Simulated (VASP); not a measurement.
# MoS2 (R3m) in VASP: further runs, part 2 of 2

VASP 6.6.1. Earlier steps stand in the parts before.

### Step 4. Single point, BLYP

INCAR

```
SYSTEM = MoS2
  AGGAC = 1.0
  AGGAX = 1.0
  ALDAC = 0.0
  ALDAX = 1.0
  ALGO = Normal
  EDIFF = 1E-6
  ENCUT = 520
  GGA = B5
  ISIF = 2
  ISMEAR = -1
  LASPH = .True.
  LCHARG = .True.
  LELF = .True.
  LREAL = .False.
  LVHAR = .True.
  LWAVE = .False.
  NBANDS = 20
  NELM = 100
  PREC = Accurate
  SIGMA = 0.05
```

KPOINTS

```
k-points
0
Gamma
  6 6 6
  0 0 0
```

POSCAR

```
MoS2
1.0
    1.5800000000      0.9122134253      6.1500000000
   -1.5800000000      0.9122134253      6.1500000000
    0.0000000000     -1.8244268506      6.1500000000
Mo S
1 2
Direct
    0.0000000000      0.0000000000      0.0000000000
    0.4170000000      0.4170000000      0.4170000000
    0.2500000000      0.2500000000      0.2500000000
```

Potentials or basis: VASP PAW PBE potentials, release 64 (Mo_sv, S).

Started as:

```console
$ cat potpaw_PBE.64/Mo_sv/POTCAR potpaw_PBE.64/S/POTCAR > POTCAR
$ mpirun -np 1 vasp_std > vasp.out
```

OUTCAR:

```text
SYSTEM = MoS2
   EDIFF = 1E-6
   ENCUT = 520
   GGA = B5
   ISIF = 2
   ISMEAR = -1
   LASPH = .True.
   LREAL = .False.
   NELM = 100
   PREC = Accurate

 ion  position               nearest neighbor table
   1  0.000  0.000  0.000-   3 2.39   3 2.39   3 2.39   2 2.39   2 2.39   2 2.39
   2  0.417  0.417  0.417-   1 2.39   1 2.39   1 2.39
   3  0.250  0.250  0.250-   1 2.39   1 2.39   1 2.39

  LATTYP: Found a trigonal (rhomboedric) cell.
 ALAT       =     6.4149071181
 COS(alpha) =     0.8786713335

  Lattice vectors:

 A1 = (   1.5800000000,   0.9122134253,   6.1500000000)
 A2 = (  -1.5800000000,   0.9122134253,   6.1500000000)
 A3 = (   0.0000000000,  -1.8244268506,   6.1500000000)

Analysis of symmetry for initial positions (statically):
=====================================================================
 Subroutine PRICEL returns:
 Original cell was already a primitive cell.

 Routine SETGRP: Setting up the symmetry group for a
 trigonal (rhombohedral) supercell.

 Subroutine GETGRP returns: Found  6 space group operations
 (whereof  6 operations were pure point group operations)
 out of a pool of 12 trial point group operations.

The static configuration has the point symmetry C_3v.

Analysis of symmetry for dynamics (positions and initial velocities):
=====================================================================
 Subroutine PRICEL returns:
 Original cell was already a primitive cell.

 Routine SETGRP: Setting up the symmetry group for a
 trigonal (rhombohedral) supercell.

 Subroutine GETGRP returns: Found  6 space group operations
 (whereof  6 operations were pure point group operations)
 out of a pool of 12 trial point group operations.

The dynamic configuration has the point symmetry C_3v.

 Subroutine INISYM returns: Found  6 space group operations
 (whereof  6 operations are pure point group operations),
 and found     1 'primitive' translations

----------------------------------------------------------------------------------------

                                     Primitive cell

  volume of cell :      53.1839

  direct lattice vectors                    reciprocal lattice vectors
     1.580000000  0.912213425  6.150000000     0.316455696  0.182705781  0.054200542
    -1.580000000  0.912213425  6.150000000    -0.316455696  0.182705781  0.054200542
     0.000000000 -1.824426851  6.150000000     0.000000000 -0.365411563  0.054200542

  length of vectors
     6.414907118  6.414907118  6.414907118     0.369409406  0.369409406  0.369409406

  position of ions in fractional coordinates (direct lattice)
     0.000000000  0.000000000  0.000000000
     0.417000000  0.417000000  0.417000000
     0.250000000  0.250000000  0.250000000

  ion indices of the primitive-cell ions
   primitive index   ion index
                 1           1
                 2           2
                 3           3

----------------------------------------------------------------------------------------

 KPOINTS: k-points

Automatic generation of k-mesh.
 Grid dimensions read from file:
 generate k-points for:    6    6    6

 Generating k-lattice:

  Cartesian coordinates                     Fractional coordinates (reciprocal lattice)
     0.052742616  0.030450964  0.009033424     0.166666667 -0.000000000  0.000000000
    -0.052742616  0.030450964  0.009033424    -0.000000000  0.166666667  0.000000000
     0.000000000 -0.060901927  0.009033424     0.000000000  0.000000000  0.166666667

  Length of vectors
     0.061568234  0.061568234  0.061568234

  Shift w.r.t. Gamma in fractional coordinates (k-lattice)
     0.000000000  0.000000000  0.000000000

 Subroutine IBZKPT returns following result:
 ===========================================

 Found     32 irreducible k-points:

 Following reciprocal coordinates:
            Coordinates               Weight
  0.000000  0.000000  0.000000      1.000000
  0.166667  0.000000  0.000000      6.000000
  0.333333  0.000000  0.000000      6.000000
  0.500000  0.000000  0.000000      3.000000
  0.166667  0.166667  0.000000      6.000000
  0.333333  0.166667  0.000000     12.000000
[... 16 lines left out ...]
  0.500000  0.500000  0.166667      6.000000
 -0.333333  0.500000  0.166667     12.000000
 [... further k-points ...]
   k-points           NKPTS =     32   k-points in BZ     NKDIM =     32   number of bands    NBANDS=     20
   number of dos      NEDOS =    301   number of ions     NIONS =      3
   total plane-waves  NPLWV = 110592
   dimension x,y,z NGX =    48 NGY =   48 NGZ =   48
   dimension x,y,z NGXF=    96 NGYF=   96 NGZF=   96
   ions per type =               1   2
   NGX,Y,Z   is equivalent  to a cutoff of  12.44, 12.44, 12.44 a.u.
   NGXF,Y,Z  is equivalent  to a cutoff of  24.88, 24.88, 24.88 a.u.
 SYSTEM =  MoS2
   PREC   = accura    normal or accurate (medium, high low for compatibility)
   ISTART =      0    job   : 0-new  1-cont  2-samecut
   ICHARG =      2    charge: 1-file 2-atom 10-const
   ISPIN  =      1    spin polarized calculation?
   LNONCOLLINEAR =      F non collinear calculations
   LSORBIT =      F    spin-orbit coupling
   LASPH  =      T    aspherical Exc in radial PAW
   ENCUT  =  520.0 eV  38.22 Ry    6.18 a.u.  11.93 11.93 11.93*2*pi/ulx,y,z
   NELM   =    100;   NELMIN=  2; NELMDL= -5     # of ELM steps
   EDIFF  = 0.1E-05   stopping-criterion for ELM
   LREAL  =      F    real-space projection
   EDIFFG = 0.1E-04   stopping-criterion for IOM
   NSW    =      0    number of steps for IOM
   IBRION =     -1    ionic relax: 0-MD 1-quasi-New 2-CG
   NFREE  =      0    steps in history (QN), initial steepest desc. (CG)
   ISIF   =      2    stress and relaxation
   ISYM   =      2    0-nonsym 1-usesym 2-fastsym
   POTIM  = 0.5000    time-step for ionic-motion
   TEBEG  =    0.0;   TEEND  =   0.0 temperature during run
   PSTRESS=    0.0 pullay stress
   NELECT =      26.0000    total number of electrons
   NUPDOWN=      -1.0000    fix difference up-down
   EMIN   =  10.00;   EMAX   =-10.00  energy-range for DOS
   EFERMI =   0.00;   METHOD = LEGACY
   ISMEAR =    -1;   SIGMA  =   0.05  broadening in eV -4-tet -1-fermi 0-gaus
   EFERMI_NEDOS =   21; number of points for ismear=-14 and -15
   IALGO  =     38    algorithm
   IMIX   =      4    mixing-type and parameters
     AMIX     =   0.40;   BMIX     =  1.00
     AMIX_MAG =   1.60;   BMIX_MAG =  1.00
  volume/ion in A,a.u.               =      17.73       119.63
  Fermi-wavevector in a.u.,A,eV,Ry     =   1.289652  2.437089 22.629252  1.663203
  Thomas-Fermi vector in A             =   2.421532
   LORBIT       =      0    0 simple, 1 ext, 2 COOP (PROOUT), +10 PAW based schemes
   GGA     = B5    functional components
   LHFCALC =     F    Hartree Fock is set to
   AEXX    =    0.0000 exact exchange contribution
   IVDW    =     0    specifies the selected vdW correction
   LEPSILON=     F    determine dielectric tensor
   LRPA    =     F    only Hartree local field effects (RPA)
 non-spin polarized calculation
  energy-cutoff  :      520.00
  volume of cell :       53.18
 maximum number of plane-waves:      1444
   NGX = 23   NGY = 23   NGZ = 23

 number of electron      25.9999998 magnetization

 Free energy of the ion-electron system (eV)
  ---------------------------------------------------
  ext. energy  EPLUGINS =         0.00000000
  ---------------------------------------------------
  free energy    TOTEN  =       -19.12886877 eV

  energy without entropy =      -19.12886511  energy(sigma->0) =      -19.12886694

 E-fermi :   8.4632     XC(G=0): -10.2462

 val. band max:        8.0606893022   @ k =   0.5000   0.5000   0.5000
 cond. band min:       8.9956991898   @ k =  -0.1667   0.5000   0.1667
 fundamental gap:      0.9350098876
 Fermi energy:         8.4632300629

 k-point     1 :       0.0000    0.0000    0.0000
  band No.  band energies     occupation
      1     -53.3483      2.00000
      2     -27.6274      2.00000
      3     -27.4080      2.00000
      4     -27.4080      2.00000
      5      -6.9856      2.00000
      6      -5.3053      2.00000
[... 12 lines left out ...]
     19      16.4238      0.00000
     20      16.7300      0.00000

 k-point     2 :       0.1667    0.0000    0.0000
  band No.  band energies     occupation
      1     -53.3378      2.00000
      2     -27.6069      2.00000
      3     -27.5110      2.00000
      4     -27.4315      2.00000
      5      -6.5755      2.00000
      6      -5.1861      2.00000
[... 498 lines left out ...]
 k-point    24 :      -0.3333    0.5000    0.1667
  band No.  band energies     occupation
      1     -53.3063      2.00000
      2     -27.7602      2.00000
      3     -27.5534      2.00000
      4     -27.5450      2.00000
      5      -4.9319      2.00000
      6      -4.8551      2.00000
[... 12 lines left out ...]
     19      16.3583      0.00000
     20      16.7477      0.00000

 [... further k-points ...]
[... 5 lines left out ...]
  --------------------------------------------------------------------------------------
  -------------------------------------------------------------------------------------
  Total        4.2871725      4.2871725      4.2598206      0.0000000      0.0000000      0.0000000
  in kB      129.1521456    129.1521456    128.3281634      0.0000000      0.0000000      0.0000000
  external PRESSURE =     128.8774849 kB  Pullay stress =       0.0000000 kB

 VOLUME and BASIS-vectors are now :
 -----------------------------------------------------------------------------
  energy-cutoff  :      520.00
  volume of cell :       53.18
      direct lattice vectors                 reciprocal lattice vectors
     1.580000000  0.912213425  6.150000000     0.316455696  0.182705781  0.054200542
    -1.580000000  0.912213425  6.150000000    -0.316455696  0.182705781  0.054200542
     0.000000000 -1.824426851  6.150000000     0.000000000 -0.365411563  0.054200542

 POSITION                                       TOTAL-FORCE (eV/Angst)
 -----------------------------------------------------------------------------------
      0.00000      0.00000      0.00000         0.000000      0.000000      0.083871
      0.00000      0.00000      7.69365         0.000000     -0.000000      0.856408
      0.00000      0.00000      4.61250         0.000000     -0.000000     -0.940279
 -----------------------------------------------------------------------------------
    total drift:                                0.000000     -0.000000      0.000066

  FREE ENERGIE OF THE ION-ELECTRON SYSTEM (eV)
  ---------------------------------------------------
  free  energy   TOTEN  =       -19.1288687656 eV

  energy  without entropy=      -19.1288651053  energy(sigma->0) =      -19.12886694
```

OSZICAR:

```text
N       E                     dE             d eps       ncg     rms          rms(c)
DAV:   1     0.188073880735E+03    0.18807E+03   -0.13454E+04  1280   0.122E+03
DAV:   2    -0.131738061529E+02   -0.20125E+03   -0.19576E+03  1532   0.318E+02
DAV:   3    -0.206150956344E+02   -0.74413E+01   -0.73633E+01  1620   0.574E+01
DAV:   4    -0.207011071794E+02   -0.86012E-01   -0.85953E-01  1568   0.642E+00
DAV:   5    -0.207023840617E+02   -0.12769E-02   -0.12768E-02  1592   0.776E-01    0.241E+01
DAV:   6    -0.195406840887E+02    0.11617E+01   -0.12022E+01  1364   0.205E+01    0.909E+00
DAV:   7    -0.192189479445E+02    0.32174E+00   -0.41705E+00  1312   0.120E+01    0.613E+00
DAV:   8    -0.191281188003E+02    0.90829E-01   -0.49578E-01  1452   0.431E+00    0.204E+00
DAV:   9    -0.191307381638E+02   -0.26194E-02   -0.24289E-02  1456   0.971E-01    0.719E-01
DAV:  10    -0.191289236657E+02    0.18145E-02   -0.12154E-02  1420   0.696E-01    0.178E-01
DAV:  11    -0.191289066524E+02    0.17013E-04   -0.49036E-04  1468   0.154E-01    0.588E-02
DAV:  12    -0.191288617369E+02    0.44916E-04   -0.19468E-04  1480   0.888E-02    0.645E-02
DAV:  13    -0.191288691961E+02   -0.74592E-05   -0.20442E-05  1432   0.327E-02    0.179E-02
DAV:  14    -0.191288687656E+02    0.43055E-06   -0.18182E-06  1012   0.858E-03
   1 F= -.19128869E+02 E0= -.19128867E+02  d E =-.366030E-05
```

Wall time 2.9 min (1 thread of Intel Xeon 8259CL, shared host); peak memory 0.31 GiB.

Results:

| Quantity | Value |
| --- | --- |
| Free energy | -19.1289 eV |
| Pressure | 12.9 GPa |
| Largest force | 0.940 eV/Å |
| Band gap on the k mesh | 0.94 eV (least direct gap 1.71 eV) |

Forces in eV/Å, atoms in the order of the input:
```
Mo   0.000  0.000  0.084
S    0.000  0.000  0.856
S    0.000  0.000 -0.940
```

Stress tensor (GPa, compression positive):
```
12.92  0.00  0.00
 0.00 12.92  0.00
 0.00  0.00 12.83
```

Caveat: the cell stands under pressure; the PAW data sets were made with another functional, which shifts forces and pressure a little. A k mesh can miss the band edges.

### Step 5. Single point, r2SCAN

POSCAR is that of step 4.

INCAR.step1

```
SYSTEM = MoS2
  ALGO = Normal
  EDIFF = 1E-4
  ENCUT = 520
  GGA = PE
  ISMEAR = -1
  LASPH = .TRUE.
  LCHARG = .FALSE.
  LREAL = .FALSE.
  LWAVE = .TRUE.
  NBANDS = 20
  NELM = 60
  PREC = Accurate
  SIGMA = 0.05
```

INCAR.step2

```
SYSTEM = MoS2
  ALGO = Normal
  EDIFF = 1E-6
  ENCUT = 520
  ISIF = 2
  ISMEAR = -1
  ISTART = 1
  LASPH = .TRUE.
  LCHARG = .FALSE.
  LMIXTAU = .TRUE.
  LREAL = .FALSE.
  LWAVE = .FALSE.
  METAGGA = R2SCAN
  NBANDS = 20
  NELM = 60
  PREC = Accurate
  SIGMA = 0.05
```

KPOINTS

```
k-points
0
G
  6 6 6
  0 0 0
```

Started as:

```console
$ cat potpaw_PBE.64/Mo_sv/POTCAR potpaw_PBE.64/S/POTCAR > POTCAR
$ cp INCAR.step1 INCAR
$ mpirun -np 1 vasp_std > vasp.out
$ cp INCAR.step2 INCAR
$ mpirun -np 1 vasp_std > vasp.out
```

Run time: 8.6 min. Hardware: 1 thread of Intel Xeon 8259CL, shared host; peak memory 0.37 GiB.

The run converged. Its results:

```yaml
Free_energy: -45.0112 eV
Pressure: 4.2 GPa
Largest_force: 0.372 eV/Å
Band_gap_on_the_k_mesh: 1.01 eV (least direct gap 1.82 eV)
```

Forces on the atoms (eV/Å):
```
Mo   0.000  0.000  0.087
S    0.000  0.000  0.285
S    0.000  0.000 -0.372
```

Stress tensor (GPa, compression positive):
```
3.94 0.00 0.00
0.00 3.94 0.00
0.00 0.00 4.79
```

Levels at points of the mesh, in eV from the valence-band top:
```csv
k point,band 10,band 11,band 12,band 13,band 14,band 15,band 16,band 17
"(0.00, 0.00, 0.00)",-2.50,-2.50,-1.39,-1.20,2.16,2.16,2.58,2.58
"(0.50, 0.00, 0.00)",-4.29,-2.53,-1.82,-1.55,1.69,2.14,3.69,3.75
"(0.50, 0.50, 0.00)",-4.21,-3.11,-2.01,-1.38,1.65,2.26,3.28,4.12
"(0.50, 0.50, 0.50)",-3.67,-2.47,-2.47,0.00,2.26,2.26,2.44,2.44
```

Caveat: the cell stands under pressure; the PAW data sets were made with another functional, which shifts forces and pressure a little. A k mesh can miss the band edges.

### Step 6. Overview

| level | gap on the mesh (eV) | pressure (GPa) | largest force (eV/Å) |
| --- | --- | --- | --- |
| RPBE | 0.96 | 7.8 | 0.57 |
| revPBE | 0.95 | 7.1 | 0.55 |
| BLYP | 0.94 | 12.9 | 0.94 |
| r2SCAN | 1.01 | 4.2 | 0.37 |

Alike in all rows: task single point; potentials or basis VASP PAW PBE potentials, release 64 (Mo_sv, S); no spin polarisation; cell as given; k mesh 6 × 6 × 6; cutoff (eV) 520; smearing fermi-dirac 0.05 eV.

On the cell as given the gap runs from 0.94 eV (BLYP) to 1.01 eV (r2SCAN). The pressure there spans 4.2 GPa (r2SCAN) to 12.9 GPa (BLYP); a positive pressure means that this level wants a larger cell, a negative one a smaller.

Caveats: the cell stands under pressure; the PAW data sets were made with another functional, which shifts forces and pressure a little.

Total energies depend on the potentials used, so only differences within one code and one set of settings carry meaning.
